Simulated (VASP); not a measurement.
# Cu (Fm-3m) in VASP: single point with PBE

Aim: the single point of Cu with PBE.

Program: VASP 6.6.1. These are calculated values, not measurements. Logs are shortened: lines on timing, memory, paths and dates and some standing lists are left out, and cuts for length are marked.

### 1 The cell of the first run

It takes space group Fm-3m (No. 225, cubic). The conventional cell has a = 3.630 Å, b = 3.630 Å, c = 3.630 Å, α = 90.00°, β = 90.00°, γ = 90.00°. Within 3.4 Å of Cu (site symmetry m-3m) lie 12 Cu at 2.57 Å.

### 2 Single point, PBE

File INCAR:

```
SYSTEM = Cu
PREC = Accurate ; ENCUT = 600
EDIFF = 1E-6 ; ISMEAR = -1
SIGMA = 0.1 ; LREAL = .FALSE.
LASPH = .TRUE. ; NELM = 120
ALGO = Normal ; ISIF = 2
LWAVE = .FALSE. ; LCHARG = .FALSE.
GGA = PE ; NBANDS = 30
GGA_COMPAT = .FALSE.
```

File KPOINTS:

```
regular mesh
0
G
  4 4 4
  0 0 0
```

File POSCAR:

```
Cu
1.0
    3.6300000000      0.0000000000      0.0000000000
    0.0000000000      3.6300000000      0.0000000000
    0.0000000000      0.0000000000      3.6300000000
Cu
4
Direct
    0.0000000000      0.0000000000      0.0000000000
    0.0000000000      0.5000000000      0.5000000000
    0.5000000000      0.0000000000      0.5000000000
    0.5000000000      0.5000000000      0.0000000000
```

Potentials or basis: VASP PAW PBE potentials, release 64 (Cu).

Launch:

```bash
$ cat potpaw_PBE.64/Cu/POTCAR > POTCAR
$ mpirun -np 1 vasp_std > vasp.out
```

OUTCAR:

```text
SYSTEM = Cu
   PREC = Accurate
   ENCUT = 600
   EDIFF = 1E-6
   ISMEAR = -1
   LREAL = .FALSE.
   LASPH = .TRUE.
   NELM = 120
   ISIF = 2
   GGA = PE

 ion  position               nearest neighbor table
   1  0.000  0.000  0.000-   2 2.57   3 2.57   4 2.57   2 2.57   3 2.57   2 2.57   4 2.57   2 2.57
                             3 2.57   4 2.57   3 2.57   4 2.57
   2  0.000  0.500  0.500-   1 2.57   3 2.57   4 2.57   1 2.57   4 2.57   1 2.57   3 2.57   1 2.57
                             3 2.57   4 2.57   4 2.57   3 2.57
   3  0.500  0.000  0.500-   1 2.57   2 2.57   4 2.57   1 2.57   4 2.57   2 2.57   4 2.57   4 2.57
                             1 2.57   2 2.57   1 2.57   2 2.57
   4  0.500  0.500  0.000-   1 2.57   2 2.57   3 2.57   2 2.57   3 2.57   1 2.57   3 2.57   3 2.57
                             1 2.57   2 2.57   2 2.57   1 2.57

  LATTYP: Found a simple cubic cell.
 ALAT       =     3.6300000000

  Lattice vectors:

 A1 = (   3.6300000000,   0.0000000000,   0.0000000000)
 A2 = (   0.0000000000,   3.6300000000,   0.0000000000)
 A3 = (   0.0000000000,   0.0000000000,   3.6300000000)

Analysis of symmetry for initial positions (statically):
=====================================================================
 Subroutine PRICEL returns following result:

  LATTYP: Found a face centered cubic cell.
 ALAT       =     3.6300000000

  Lattice vectors:

 A1 = (   1.8150000000,  -1.8150000000,   0.0000000000)
 A2 = (   1.8150000000,   0.0000000000,   1.8150000000)
 A3 = (   0.0000000000,  -1.8150000000,   1.8150000000)

   4 primitive cells build up your supercell.

 Routine SETGRP: Setting up the symmetry group for a
 simple cubic supercell.

 Subroutine GETGRP returns: Found 48 space group operations
 (whereof 48 operations were pure point group operations)
 out of a pool of 48 trial point group operations.

The static configuration has the point symmetry O_h .

Analysis of symmetry for dynamics (positions and initial velocities):
=====================================================================
 Subroutine PRICEL returns following result:

  LATTYP: Found a face centered cubic cell.
 ALAT       =     3.6300000000

  Lattice vectors:

 A1 = (   1.8150000000,  -1.8150000000,   0.0000000000)
 A2 = (   1.8150000000,   0.0000000000,   1.8150000000)
 A3 = (   0.0000000000,  -1.8150000000,   1.8150000000)

   4 primitive cells build up your supercell.

 Routine SETGRP: Setting up the symmetry group for a
 simple cubic supercell.

 Subroutine GETGRP returns: Found 48 space group operations
 (whereof 48 operations were pure point group operations)
 out of a pool of 48 trial point group operations.

The dynamic configuration has the point symmetry O_h .

 Subroutine INISYM returns: Found 48 space group operations
 (whereof 48 operations are pure point group operations),
 and found     4 'primitive' translations

----------------------------------------------------------------------------------------

                                     Primitive cell

  volume of cell :      11.9580

  direct lattice vectors                    reciprocal lattice vectors
     1.815000000 -1.815000000  0.000000000     0.275482094 -0.275482094 -0.275482094
     1.815000000  0.000000000  1.815000000     0.275482094  0.275482094  0.275482094
     0.000000000 -1.815000000  1.815000000    -0.275482094 -0.275482094  0.275482094

  length of vectors
     2.566797616  2.566797616  2.566797616     0.477148983  0.477148983  0.477148983

  position of ions in fractional coordinates (direct lattice)
     0.000000000  0.000000000  0.000000000

  ion indices of the primitive-cell ions
   primitive index   ion index
                 1           1

----------------------------------------------------------------------------------------

 KPOINTS: regular mesh

Automatic generation of k-mesh.
 Grid dimensions read from file:
 generate k-points for:    4    4    4

 Generating k-lattice:

  Cartesian coordinates                     Fractional coordinates (reciprocal lattice)
     0.068870523  0.000000000  0.000000000     0.250000000  0.000000000  0.000000000
     0.000000000  0.068870523  0.000000000     0.000000000  0.250000000  0.000000000
     0.000000000  0.000000000  0.068870523     0.000000000  0.000000000  0.250000000

  Length of vectors
     0.068870523  0.068870523  0.068870523

  Shift w.r.t. Gamma in fractional coordinates (k-lattice)
     0.000000000  0.000000000  0.000000000

 Subroutine IBZKPT returns following result:
 ===========================================

 Found     10 irreducible k-points:

 Following reciprocal coordinates:
            Coordinates               Weight
  0.000000  0.000000  0.000000      1.000000
  0.250000  0.000000  0.000000      6.000000
  0.500000  0.000000  0.000000      3.000000
  0.250000  0.250000  0.000000     12.000000
  0.500000  0.250000  0.000000     12.000000
  0.500000  0.500000  0.000000      3.000000
  0.250000  0.250000  0.250000      8.000000
  0.500000  0.250000  0.250000     12.000000
  0.500000  0.500000  0.250000      6.000000
  0.500000  0.500000  0.500000      1.000000
   k-points           NKPTS =     10   k-points in BZ     NKDIM =     10   number of bands    NBANDS=     30
   number of dos      NEDOS =    301   number of ions     NIONS =      4
   total plane-waves  NPLWV =  27000
   dimension x,y,z NGX =    30 NGY =   30 NGZ =   30
   dimension x,y,z NGXF=    60 NGYF=   60 NGZF=   60
   ions per type =               4
   NGX,Y,Z   is equivalent  to a cutoff of  13.74, 13.74, 13.74 a.u.
   NGXF,Y,Z  is equivalent  to a cutoff of  27.48, 27.48, 27.48 a.u.
 SYSTEM =  Cu
   PREC   = accura    normal or accurate (medium, high low for compatibility)
   ISTART =      0    job   : 0-new  1-cont  2-samecut
   ICHARG =      2    charge: 1-file 2-atom 10-const
   ISPIN  =      1    spin polarized calculation?
   LNONCOLLINEAR =      F non collinear calculations
   LSORBIT =      F    spin-orbit coupling
   LASPH  =      T    aspherical Exc in radial PAW
   ENCUT  =  600.0 eV  44.10 Ry    6.64 a.u.   7.25  7.25  7.25*2*pi/ulx,y,z
   NELM   =    120;   NELMIN=  2; NELMDL= -5     # of ELM steps
   EDIFF  = 0.1E-05   stopping-criterion for ELM
   LREAL  =      F    real-space projection
   EDIFFG = 0.1E-04   stopping-criterion for IOM
   NSW    =      0    number of steps for IOM
   IBRION =     -1    ionic relax: 0-MD 1-quasi-New 2-CG
   NFREE  =      0    steps in history (QN), initial steepest desc. (CG)
   ISIF   =      2    stress and relaxation
   ISYM   =      2    0-nonsym 1-usesym 2-fastsym
   POTIM  = 0.5000    time-step for ionic-motion
   TEBEG  =    0.0;   TEEND  =   0.0 temperature during run
   PSTRESS=    0.0 pullay stress
   NELECT =      44.0000    total number of electrons
   NUPDOWN=      -1.0000    fix difference up-down
   EMIN   =  10.00;   EMAX   =-10.00  energy-range for DOS
   EFERMI =   0.00;   METHOD = LEGACY
   ISMEAR =    -1;   SIGMA  =   0.10  broadening in eV -4-tet -1-fermi 0-gaus
   EFERMI_NEDOS =   21; number of points for ismear=-14 and -15
   IALGO  =     38    algorithm
   IMIX   =      4    mixing-type and parameters
     AMIX     =   0.40;   BMIX     =  1.00
     AMIX_MAG =   1.60;   BMIX_MAG =  1.00
  volume/ion in A,a.u.               =      11.96        80.70
  Fermi-wavevector in a.u.,A,eV,Ry     =   1.592157  3.008740 34.490258  2.534962
  Thomas-Fermi vector in A             =   2.690585
   LORBIT       =      0    0 simple, 1 ext, 2 COOP (PROOUT), +10 PAW based schemes
   GGA     = PE    functional components
   LHFCALC =     F    Hartree Fock is set to
   AEXX    =    0.0000 exact exchange contribution
   IVDW    =     0    specifies the selected vdW correction
   LEPSILON=     F    determine dielectric tensor
   LRPA    =     F    only Hartree local field effects (RPA)
 non-spin polarized calculation
  energy-cutoff  :      600.00
  volume of cell :       47.83
 maximum number of plane-waves:      1628
 NGX is ok and might be reduce to    30
   NGX = 15   NGY = 15   NGZ = 15

 number of electron      43.9999971 magnetization

 Free energy of the ion-electron system (eV)
  ---------------------------------------------------
  ext. energy  EPLUGINS =         0.00000000
  ---------------------------------------------------
  free energy    TOTEN  =       -14.90715961 eV

  energy without entropy =      -14.87265295  energy(sigma->0) =      -14.88990628

 E-fermi :   7.3977     XC(G=0): -12.6568

 val. band max:        7.1004555179   @ k =   0.5000   0.5000   0.0000
 cond. band min:       7.6400517514   @ k =   0.2500   0.2500   0.0000
 fundamental gap:      0.5395962336
 Fermi energy:         7.3976828687

 k-point     1 :       0.0000    0.0000    0.0000
  band No.  band energies     occupation
      1      -1.8262      2.00000
      2       2.6126      2.00000
      3       2.6126      2.00000
      4       2.6126      2.00000
      5       3.0608      2.00000
      6       3.0608      2.00000
[... 22 lines left out ...]
     29      20.4161      0.00000
     30      20.4161      0.00000

 k-point     2 :       0.2500    0.0000    0.0000
  band No.  band energies     occupation
      1      -1.0838      2.00000
      2       2.4961      2.00000
      3       2.9278      2.00000
      4       2.9278      2.00000
      5       3.2512      2.00000
      6       3.2727      2.00000
[... 22 lines left out ...]
     29      18.2528      0.00000
     30      18.2528      0.00000

 k-point     3 :       0.5000    0.0000    0.0000
  band No.  band energies     occupation
      1       0.9150      2.00000
      2       0.9150      2.00000
      3       3.3387      2.00000
      4       3.3387      2.00000
      5       3.7238      2.00000
      6       3.7238      2.00000
[... 220 lines left out ...]
     29      23.6123      0.00000
     30      23.6123      0.00000

 k-point    10 :       0.5000    0.5000    0.5000
  band No.  band energies     occupation
      1       2.4138      2.00000
      2       2.4138      2.00000
      3       2.4138      2.00000
      4       2.4138      2.00000
      5       4.3932      2.00000
      6       4.3932      2.00000
[... 22 lines left out ...]
     29      28.4248      0.00000
     30      28.4249      0.00000

------------------------ aborting loop because EDIFF is reached ----------------------------------------

  FORCE on cell =-STRESS in cart. coord.  units (eV):
  Direction    XX          YY          ZZ          XY          YZ          ZX
  --------------------------------------------------------------------------------------
  -------------------------------------------------------------------------------------
  Total        0.0845155      0.0845155      0.0845155      0.0000000     -0.0000000      0.0000000
  in kB        2.8309152      2.8309152      2.8309152      0.0000000     -0.0000000      0.0000000
  external PRESSURE =       2.8309152 kB  Pullay stress =       0.0000000 kB

 VOLUME and BASIS-vectors are now :
 -----------------------------------------------------------------------------
  energy-cutoff  :      600.00
  volume of cell :       47.83
      direct lattice vectors                 reciprocal lattice vectors
     3.630000000  0.000000000  0.000000000     0.275482094  0.000000000  0.000000000
     0.000000000  3.630000000  0.000000000     0.000000000  0.275482094  0.000000000
     0.000000000  0.000000000  3.630000000     0.000000000  0.000000000  0.275482094

 POSITION                                       TOTAL-FORCE (eV/Angst)
 -----------------------------------------------------------------------------------
      0.00000      0.00000      0.00000        -0.000000     -0.000000      0.000000
      0.00000      1.81500      1.81500         0.000000      0.000000     -0.000000
      1.81500      0.00000      1.81500         0.000000      0.000000     -0.000000
      1.81500      1.81500      0.00000        -0.000000      0.000000      0.000000
 -----------------------------------------------------------------------------------
    total drift:                                0.000000      0.000000     -0.000000

  FREE ENERGIE OF THE ION-ELECTRON SYSTEM (eV)
  ---------------------------------------------------
  free  energy   TOTEN  =       -14.9071596132 eV

  energy  without entropy=      -14.8726529474  energy(sigma->0) =      -14.88990628
```

Wall time 12 s (1 thread of AMD EPYC 9R14 (Zen 4), shared host); peak memory 0.13 GiB.

Results:

- Free energy: -14.9072 eV
- Pressure: 0.3 GPa
- Band gap on the k mesh: zero (band 22 reaches 8.94 eV, above the bottom of band 23 at 6.46 eV)

Caveat: the k points lie up to 0.43 Å⁻¹ apart.
